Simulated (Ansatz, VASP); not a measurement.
## One calculation of ScB4, two programs

```
Sc B
1.0
     3.35811    0.00000    0.00000
     0.00000    3.35811    0.00000
     0.00000    0.00000    4.26929
Sc B
1 4
Direct
  0.00000 0.00000 0.50000
  0.50000 0.00000 0.00000
  0.00000 0.50000 0.00000
  0.50000 0.50000 0.00000
  0.50000 0.50000 0.50000
```

Alike in both runs: functional PBE; k mesh 12 × 12 × 10; occupations gaussian, width 0.1 eV; no spin polarisation.

Ansatz relaxed the structure, and its values are those at the end. VASP's run is a single point on that final structure, the one shown.

|  | VASP | Ansatz |
| --- | --- | --- |
| version | VASP 6.6.1 | Ansatz 0.2.0 |
| potentials or method | VASP PAW PBE potentials, release 64 (Sc_sv, B), cutoff 520 eV | scalar-relativistic, plane waves, PAW |
| valence electrons in the cell | 23 | 23 |

```csv
,VASP,Ansatz,Ansatz less VASP
gap on the k mesh at the Fermi level (eV),none,none,-
pressure (GPa),0.2,0.0,-0.18
```

A gap of «none» marks a metal or a gap that the smearing closes. The functional is the same, so the differences come from potentials, cutoffs and numerics.
